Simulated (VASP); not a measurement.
Wanted: the native input for a VASP 6.6.1 run.

| Item | Value |
| --- | --- |
| Task | single point |
| Functional | HSE06 |
| Potentials or basis | VASP PAW PBE potentials, release 64 (Hg, S) |
| Cutoff | 400 eV |
| k mesh | 6 × 6 × 6 |
| Occupations | fermi-dirac, width 0.02 eV |
| Spin | no spin polarisation |
| Dipole correction | no |
| Grid for exact exchange (PRECFOCK) | Normal |
| Further INCAR settings | ALGO = Normal; EDIFF = 1e-06; NBANDS = 16 |
| Share of exact exchange | 0.25 |
| Screening parameter | 0.2079 1/Å |

Crystal: HgS.

```xyz
2
Lattice="0.0000 2.9652 2.9652 2.9652 0.0000 2.9652 2.9652 2.9652 0.0000" Properties=species:S:1:pos:R:3 pbc="T T T"
Hg    0.0000    0.0000    0.0000
S     1.4826    1.4826    1.4826
```

The input as run:

POSCAR

```
HgS
1.0
    0.0000000000      2.9651863031      2.9651863031
    2.9651863031      0.0000000000      2.9651863031
    2.9651863031      2.9651863031      0.0000000000
Hg S
1 1
Direct
    0.0000000000      0.0000000000      0.0000000000
    0.2500000000      0.2500000000      0.2500000000
```

INCAR.step1

```
SYSTEM = HgS
ALGO = Normal
EDIFF = 1E-5
ENCUT = 400
GGA = PE
GGA_COMPAT = .FALSE.
ISIF = 2
ISMEAR = -1
LASPH = .TRUE.
LCHARG = .FALSE.
LREAL = .FALSE.
LWAVE = .TRUE.
NBANDS = 16
NELM = 120
PREC = Accurate
SIGMA = 0.02
```

INCAR.step2

```
SYSTEM = HgS
ALGO = Normal
EDIFF = 1E-6
ENCUT = 400
GGA = PE
GGA_COMPAT = .FALSE.
HFSCREEN = 0.2079
ISIF = 2
ISMEAR = -1
ISTART = 1
LASPH = .TRUE.
LCHARG = .FALSE.
LHFCALC = .TRUE.
LREAL = .FALSE.
LWAVE = .FALSE.
NBANDS = 16
NELM = 120
PREC = Accurate
PRECFOCK = Normal
SIGMA = 0.02
```

KPOINTS

```
k-points
0
G
  6 6 6
  0 0 0
```

Potentials or basis: VASP PAW PBE potentials, release 64 (Hg, S).

The run is started by

```sh
$ cat potpaw_PBE.64/Hg/POTCAR potpaw_PBE.64/S/POTCAR > POTCAR
$ cp INCAR.step1 INCAR
$ mpirun -np 1 vasp_std > vasp.out
$ cp INCAR.step2 INCAR
$ mpirun -np 1 vasp_std > vasp.out
```

It gave:

```json
{
 "Pressure": "0.0 GPa",
 "Band gap on the k mesh": "0.36 eV"
}
```

Caveat: the PAW data sets were made with another functional, which shifts forces and pressure a little; spin-orbit coupling is left out, which moves the levels of the heavy elements.

It took 18 min on 1 thread of Intel(R) Xeon(R) 6975P-C (Granite Rapids) (shared host), peak memory 0.28 GiB.
